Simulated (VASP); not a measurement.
A run of VASP 6.6.1 is set up as follows.

INCAR

```
SYSTEM = PtS2
ALGO = Normal ; EDIFF = 1E-7
ENCUT = 520 ; GGA = PE
ISIF = 2 ; ISMEAR = 0
LASPH = .TRUE. ; LCHARG = .FALSE.
LREAL = .FALSE. ; LWAVE = .FALSE.
NBANDS = 18 ; NELM = 80
PREC = Accurate ; SIGMA = 0.05
```

File KPOINTS:

```
k-points
0
G
  12 12 8
  0 0 0
```

Contents of POSCAR:

```
PtS2
1.0
    3.8089394365      0.0000000000      0.0000000000
   -1.9044697182      3.0685007567      0.0000000000
    0.0000000000      0.0000000000      5.0388000000
Pt S
1 2
Direct
    0.0000000000      0.0000000000      0.0000000000
    0.3333333333      0.6666666667      0.2500000000
    0.6666666667      0.3333333333      0.7500000000
```

Potentials or basis: VASP PAW PBE potentials, release 64 (Pt, S).

Launch:

```sh
$ cat potpaw_PBE.64/Pt/POTCAR potpaw_PBE.64/S/POTCAR > POTCAR
$ mpirun -np 1 vasp_std > vasp.out
```

(1) Predict the pressure.

(2) Predict the band gap on the k mesh.

(3) What does it give for the largest force?

Answers

(1) -7.2 GPa.

(2) 0.21 eV, indirect (least direct gap 0.64 eV).

(3) 0.983 eV/Å.

Caveat: the cell differs from its parent crystal (strain +0.0750 x Voigt [1, 0, 0, 0, 0, 0]); spin-orbit coupling is left out, which moves the levels of the heavy elements.
